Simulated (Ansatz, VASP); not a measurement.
BaTiO3 in VASP and in Ansatz

File INCAR:

```
  PREC = Accurate
  ENCUT = 520
  EDIFF = 1E-6
  ISMEAR = 0
  SIGMA = 0.05
  LREAL = F
  LASPH = T
  NELM = 150
  ALGO = Normal
  ISIF = 2
  LWAVE = F
  LCHARG = T
  LMAXMIX = 4
  LDAU = T
  LDAUTYPE = 2
  LDAUL = -1 2 -1
  LDAUU = 0 4 0
  LDAUJ = 0 0 0
  LDAUPRINT = 1
  GGA = PE
  LELF = T
  LVHAR = T
  NBANDS = 28
```

The input KPOINTS:

```
regular mesh
0
Gamma
  8 8 8
```

POSCAR

```
BaTiO3
1.0
    3.9954120776      0.0000000000      0.0000000000
    0.0000000000      3.9954120776      0.0000000000
    0.0000000000      0.0000000000      3.9954120776
Ba Ti O
1 1 3
Direct
    0.5002289314      0.5000000000      0.5000000000
    0.0084728830      0.0000000000      0.0000000000
    0.4862243621      0.0000000000      0.0000000000
   -0.0067695954      0.5000000000      0.0000000000
   -0.0067695954      0.0000000000      0.5000000000
```

Input for Ansatz:

```yaml
crystal:
  lattice:
    - [3.9954120776, 0.0, 0.0]
    - [0.0, 3.9954120776, 0.0]
    - [0.0, 0.0, 3.9954120776]
  atoms:
    - { symbol: Ba, position: [0.5002289314, 0.5, 0.5] }
    - { symbol: Ti, position: [0.008472883, 0.0, 0.0] }
    - { symbol: O, position: [0.4862243621, 0.0, 0.0] }
    - { symbol: O, position: [-0.0067695954, 0.5, 0.0] }
    - { symbol: O, position: [-0.0067695954, 0.0, 0.5] }
basis:
  ecutwfc: 520.0
kpoints:
  mp_grid: { grid: [8, 8, 8] }
hamiltonian:
  xc: pbe
  pseudopotentials: { kind: paw, azcp: { folder: soft_1 } }
  hubbard: { sites: [{ species: Ti, l: d, u_eff: 4.0 }] }
scf:
  occupations: { method: gaussian, width: 0.05 }
output:
  forces: true
  stress: true
  eigenvalues: true
```

Change from the starting cell: mode 1 frozen in at -0.056 Å, equal normal strain along x, y and z -0.0083.

Alike in both runs: task single point; functional PBE; k mesh 8 × 8 × 8; occupations gaussian, width 0.05 eV; no spin polarisation; Hubbard terms Ti d U = 4.0 eV.

```csv
,VASP,Ansatz
version,VASP 6.6.1,Ansatz 0.2.0
potentials or method,"VASP PAW PBE potentials, release 64 (Ba_sv, Ti_sv, O), cutoff 520 eV","scalar-relativistic, plane waves, PAW"
valence electrons in the cell,40,40
```

```csv
,VASP,Ansatz,Ansatz less VASP
gap on the k mesh at the Fermi level (eV),2.25,2.31,+0.057
least direct gap on the mesh (eV),2.50,2.51,+0.015
pressure (GPa),8.6,4.8,-3.84
"traceless stress, the component that is largest in VASP (GPa)",0.89,0.70,-0.183
rms of the force components (eV/Å),0.138,0.034,-0.1043
```

The programs project onto different local orbitals, so the same U acts differently, and such runs can settle in different states. Atom by atom the forces differ by 0.111 eV/Å (rms over components).

Spin-orbit coupling is off throughout.
